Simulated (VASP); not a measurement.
# P in VASP: single point with PBE

Aim: the single point of P with PBE.

All numbers are computed with VASP 6.6.1; they aren't measurements. Logs are shortened: lines on timing, memory, paths and dates and some standing lists are left out, and cuts for length are marked.

**1. The cell of the first run**

The cell holds a sheet with vacuum, 3 atoms: a = 5.673 Å, b = 5.673 Å, c = 14.000 Å, α = 90.00°, β = 90.00°, γ = 120.00°.

**2. Single point, PBE**

Input file INCAR:

```
PREC = Accurate
ENCUT = 520
EDIFF = 1E-7
ISMEAR = 0
SIGMA = 0.1
LREAL = F
LASPH = T
NELM = 60
ALGO = Normal
ISIF = 2
LWAVE = F
LCHARG = T
LDIPOL = T
IDIPOL = 3
DIPOL = 0.5 0.5 0.500
GGA = PE
LELF = T
LVHAR = T
LVACPOTAV = T
NBANDS = 14
```

Input file KPOINTS:

```
regular mesh
0
Gamma
  6 6 1
```

Input file POSCAR:

```
P
1.0
    5.6728780000      0.0000000000      0.0000000000
   -2.8364390000      4.9128560000      0.0000000000
    0.0000000000      0.0000000000     14.0000000000
P
3
Direct
    0.5020676100      0.4979323900      0.5000000000
    0.5020676100      0.0041352200      0.5000000000
    0.9958647800      0.4979323900      0.5000000000
```

Potentials or basis: VASP PAW PBE potentials, release 64 (P).

Run with:

```
$ cat potpaw_PBE.64/P/POTCAR > POTCAR
$ mpirun -np 1 vasp_std > vasp.out
```

OUTCAR:

```text
PREC = Accurate
   ENCUT = 520
   EDIFF = 1E-7
   ISMEAR = 0
   LREAL = F
   LASPH = T
   NELM = 60
   ISIF = 2
   GGA = PE

 ion  position               nearest neighbor table
   1  0.502  0.498  0.500-   2 2.80   3 2.80   2 2.87   3 2.87
   2  0.502  0.004  0.500-   1 2.80   3 2.80   1 2.87   3 2.87
   3  0.996  0.498  0.500-   2 2.80   1 2.80   2 2.87   1 2.87

  LATTYP: Found a hexagonal cell.
 ALAT       =     5.6728780000
 C/A-ratio  =     2.4678831450

  Lattice vectors:

 A1 = (   5.6728780000,   0.0000000000,   0.0000000000)
 A2 = (  -2.8364390000,   4.9128560000,   0.0000000000)
 A3 = (   0.0000000000,   0.0000000000,  14.0000000000)

Analysis of symmetry for initial positions (statically):
=====================================================================
 Subroutine PRICEL returns:
 Original cell was already a primitive cell.

 Routine SETGRP: Setting up the symmetry group for a
 hexagonal supercell.

 Subroutine GETGRP returns: Found 12 space group operations
 (whereof 12 operations were pure point group operations)
 out of a pool of 24 trial point group operations.

The static configuration has the point symmetry D_3h.

Analysis of symmetry for dynamics (positions and initial velocities):
=====================================================================
 Subroutine PRICEL returns:
 Original cell was already a primitive cell.

 Routine SETGRP: Setting up the symmetry group for a
 hexagonal supercell.

 Subroutine GETGRP returns: Found 12 space group operations
 (whereof 12 operations were pure point group operations)
 out of a pool of 24 trial point group operations.

The dynamic configuration has the point symmetry D_3h.

 Subroutine INISYM returns: Found 12 space group operations
 (whereof 12 operations are pure point group operations),
 and found     1 'primitive' translations

----------------------------------------------------------------------------------------

                                     Primitive cell

  volume of cell :     390.1805

  direct lattice vectors                    reciprocal lattice vectors
     5.672878000  0.000000000  0.000000000     0.176277368  0.101773795  0.000000000
    -2.836439000  4.912856000  0.000000000     0.000000000  0.203547590  0.000000000
     0.000000000  0.000000000 14.000000000     0.000000000  0.000000000  0.071428571

  length of vectors
     5.672878000  5.672877601 14.000000000     0.203547576  0.203547590  0.071428571

  position of ions in fractional coordinates (direct lattice)
     0.502067610  0.497932390  0.500000000
     0.502067610  0.004135220  0.500000000
     0.995864780  0.497932390  0.500000000

  ion indices of the primitive-cell ions
   primitive index   ion index
                 1           1
                 2           2
                 3           3

----------------------------------------------------------------------------------------

 KPOINTS: regular mesh

Automatic generation of k-mesh.
 Grid dimensions read from file:
 generate k-points for:    6    6    1

 Generating k-lattice:

  Cartesian coordinates                     Fractional coordinates (reciprocal lattice)
     0.029379561  0.016962299  0.000000000     0.166666667 -0.000000000  0.000000000
     0.000000000  0.033924598  0.000000000     0.000000000  0.166666667  0.000000000
     0.000000000  0.000000000  0.071428571     0.000000000  0.000000000  1.000000000

  Length of vectors
     0.033924596  0.033924598  0.071428571

  Shift w.r.t. Gamma in fractional coordinates (k-lattice)
     0.000000000  0.000000000  0.000000000

 Subroutine IBZKPT returns following result:
 ===========================================

 Found      7 irreducible k-points:

 Following reciprocal coordinates:
            Coordinates               Weight
  0.000000  0.000000  0.000000      1.000000
  0.166667  0.000000  0.000000      6.000000
  0.333333  0.000000  0.000000      6.000000
  0.500000  0.000000  0.000000      3.000000
  0.166667  0.166667  0.000000      6.000000
  0.333333  0.166667  0.000000     12.000000
  0.333333  0.333333  0.000000      2.000000
   k-points           NKPTS =      7   k-points in BZ     NKDIM =      7   number of bands    NBANDS=     14
   number of dos      NEDOS =    301   number of ions     NIONS =      3
   total plane-waves  NPLWV = 190512
   dimension x,y,z NGX =    42 NGY =   42 NGZ =  108
   dimension x,y,z NGXF=    84 NGYF=   84 NGZF=  216
   ions per type =               3
   NGX,Y,Z   is equivalent  to a cutoff of  12.31, 12.31, 12.82 a.u.
   NGXF,Y,Z  is equivalent  to a cutoff of  24.62, 24.62, 25.65 a.u.
 SYSTEM =  unknown system
   PREC   = accura    normal or accurate (medium, high low for compatibility)
   ISTART =      0    job   : 0-new  1-cont  2-samecut
   ICHARG =      2    charge: 1-file 2-atom 10-const
   ISPIN  =      1    spin polarized calculation?
   LNONCOLLINEAR =      F non collinear calculations
   LSORBIT =      F    spin-orbit coupling
   LASPH  =      T    aspherical Exc in radial PAW
   ENCUT  =  520.0 eV  38.22 Ry    6.18 a.u.  10.55 10.55 26.03*2*pi/ulx,y,z
   NELM   =     60;   NELMIN=  2; NELMDL= -5     # of ELM steps
   EDIFF  = 0.1E-06   stopping-criterion for ELM
   LREAL  =      F    real-space projection
   EDIFFG = 0.1E-05   stopping-criterion for IOM
   NSW    =      0    number of steps for IOM
   IBRION =     -1    ionic relax: 0-MD 1-quasi-New 2-CG
   NFREE  =      0    steps in history (QN), initial steepest desc. (CG)
   ISIF   =      2    stress and relaxation
   ISYM   =      2    0-nonsym 1-usesym 2-fastsym
   POTIM  = 0.5000    time-step for ionic-motion
   TEBEG  =    0.0;   TEEND  =   0.0 temperature during run
   PSTRESS=    0.0 pullay stress
   NELECT =      15.0000    total number of electrons
   NUPDOWN=      -1.0000    fix difference up-down
   EMIN   =  10.00;   EMAX   =-10.00  energy-range for DOS
   EFERMI =   0.00;   METHOD = LEGACY
   ISMEAR =     0;   SIGMA  =   0.10  broadening in eV -4-tet -1-fermi 0-gaus
   EFERMI_NEDOS =   21; number of points for ismear=-14 and -15
   IALGO  =     38    algorithm
   IMIX   =      4    mixing-type and parameters
     AMIX     =   0.40;   BMIX     =  1.00
     AMIX_MAG =   1.60;   BMIX_MAG =  1.00
  volume/ion in A,a.u.               =     130.06       877.69
  Fermi-wavevector in a.u.,A,eV,Ry     =   0.552523  1.044116  4.153604  0.305281
  Thomas-Fermi vector in A             =   1.584999
   LORBIT       =      0    0 simple, 1 ext, 2 COOP (PROOUT), +10 PAW based schemes
   GGA     = PE    functional components
   LHFCALC =     F    Hartree Fock is set to
   AEXX    =    0.0000 exact exchange contribution
   IVDW    =     0    specifies the selected vdW correction
   LEPSILON=     F    determine dielectric tensor
   LRPA    =     F    only Hartree local field effects (RPA)
 non-spin polarized calculation
 Gauss-broadening in eV      SIGMA  =   0.10
  energy-cutoff  :      520.00
  volume of cell :      390.18
 maximum number of plane-waves:     10528
   NGX = 21   NGY = 21   NGZ = 53

 number of electron      15.0000001 magnetization

 dipolmoment           0.000000      0.000000      0.000000 electrons x Angstroem

 Free energy of the ion-electron system (eV)
  ---------------------------------------------------
  ext. energy  EPLUGINS =         0.00000000
  ---------------------------------------------------
  free energy    TOTEN  =       -10.84496710 eV

  energy without entropy =      -10.81408568  energy(sigma->0) =      -10.82952639

 E-fermi :  -3.8492     XC(G=0):  -2.6087

 val. band max:       -3.8880380675   @ k =   0.3333   0.1667   0.0000
 cond. band min:      -3.8088424274   @ k =   0.5000   0.0000   0.0000
 fundamental gap:      0.0791956401
 Fermi energy:        -3.8492152438

 k-point     1 :       0.0000    0.0000    0.0000
  band No.  band energies     occupation
      1     -14.9587      2.00000
      2     -11.5420      2.00000
      3     -11.5420      2.00000
      4      -8.3713      2.00000
      5      -6.0812      2.00000
      6      -6.0812      2.00000
      7      -5.8639      2.00000
      8      -3.0596      0.00000
      9      -3.0596      0.00000
     10      -0.2028      0.00000
     11       0.3699      0.00000
     12       0.9306      0.00000
     13       0.9306      0.00000
     14       1.2946      0.00000

 k-point     2 :       0.1667    0.0000    0.0000
  band No.  band energies     occupation
      1     -14.8399      2.00000
      2     -11.9994      2.00000
      3     -11.5834      2.00000
      4      -7.8318      2.00000
      5      -6.0119      2.00000
      6      -5.7827      2.00000
      7      -5.7507      2.00000
      8      -3.3499      0.00000
      9      -3.0872      0.00000
     10      -0.7921      0.00000
     11      -0.0831      0.00000
     12       0.6433      0.00000
     13       0.7443      0.00000
     14       1.6459      0.00000

 k-point     3 :       0.3333    0.0000    0.0000
  band No.  band energies     occupation
      1     -14.5100      2.00000
      2     -12.8101      2.00000
      3     -11.6616      2.00000
      4      -7.1247      2.00000
      5      -5.4372      2.00000
      6      -5.3778      2.00000
      7      -4.9484      2.00000
      8      -3.9646      1.89715
      9      -3.1405      0.00000
     10      -2.2063      0.00000
     11      -1.9317      0.00000
     12       0.6632      0.00000
     13       1.2505      0.00000
     14       2.1660      0.00000
[... 35 lines left out ...]
 k-point     6 :       0.3333    0.1667    0.0000
  band No.  band energies     occupation
      1     -14.2218      2.00000
      2     -13.2625      2.00000
      3     -11.7489      2.00000
      4      -6.5939      2.00000
      5      -5.2757      2.00000
      6      -5.1658      2.00000
      7      -4.3367      2.00000
      8      -3.8880      1.41702
      9      -3.6330      0.00223
     10      -3.2126      0.00000
     11      -2.0214      0.00000
     12      -0.1961      0.00000
     13       1.7874      0.00000
     14       2.4476      0.00000

 k-point     7 :       0.3333    0.3333    0.0000
  band No.  band energies     occupation
      1     -13.8768      2.00000
      2     -13.6711      2.00000
      3     -11.8158      2.00000
      4      -5.5649      2.00000
      5      -5.5433      2.00000
      6      -5.0159      2.00000
      7      -4.8339      2.00000
      8      -4.7010      2.00000
      9      -3.2723      0.00000
     10      -2.2153      0.00000
     11      -2.1479      0.00000
     12      -1.4975      0.00000
     13       2.5245      0.00000
     14       2.5567      0.00000

------------------------ aborting loop because EDIFF is reached ----------------------------------------

  FORCE on cell =-STRESS in cart. coord.  units (eV):
  Direction    XX          YY          ZZ          XY          YZ          ZX
  --------------------------------------------------------------------------------------
  -------------------------------------------------------------------------------------
  Total      -11.4238104    -11.4238083     -0.0090117      0.0000000     -0.0000000     -0.0000000
  in kB      -46.9089870    -46.9089782     -0.0370044      0.0000000     -0.0000000     -0.0000000
  external PRESSURE =     -31.2849899 kB  Pullay stress =       0.0000000 kB

 VOLUME and BASIS-vectors are now :
 -----------------------------------------------------------------------------
  energy-cutoff  :      520.00
  volume of cell :      390.18
      direct lattice vectors                 reciprocal lattice vectors
     5.672878000  0.000000000  0.000000000     0.176277368  0.101773795  0.000000000
    -2.836439000  4.912856000  0.000000000     0.000000000  0.203547590  0.000000000
     0.000000000  0.000000000 14.000000000     0.000000000  0.000000000  0.071428571

 POSITION                                       TOTAL-FORCE (eV/Angst)
 -----------------------------------------------------------------------------------
      1.43581      2.44627      7.00000         1.265294     -0.730518     -0.000000
      2.83644      0.02032      7.00000         0.000000      1.461036      0.000000
      4.23706      2.44627      7.00000        -1.265294     -0.730518     -0.000000
 -----------------------------------------------------------------------------------
    total drift:                               -0.000000     -0.000000     -0.000000

  FREE ENERGIE OF THE ION-ELECTRON SYSTEM (eV)
  ---------------------------------------------------
  free  energy   TOTEN  =       -10.8449671030 eV

  energy  without entropy=      -10.8140856836  energy(sigma->0) =      -10.82952639

 vacuum level on the upper side and lower side of the slab         1.693         1.693
```

It took 63 s on 1 thread of Intel Xeon Platinum 8559C (Emerald Rapids), shared host; peak memory 0.42 GiB.

What came out:

- Free energy: -10.8450 eV
- Largest force: 1.461 eV/Å

Forces on the atoms (eV/Å):
```
P    1.265 -0.731  0.000
P    0.000  1.461  0.000
P   -1.265 -0.731  0.000
```

Levels at points of the mesh, in eV from the Fermi level:
```
           k point  band 3  band 4  band 5  band 6  band 7  band 8  band 9  band 10  band 11  band 12
(0.00, 0.00, 0.00)   -7.69   -4.52   -2.23   -2.23   -2.01    0.79    0.79     3.65     4.22     4.78
(0.50, 0.00, 0.00)   -7.85   -3.13   -1.30   -0.53   -0.11    0.04    0.15     0.26     0.68     4.51
```
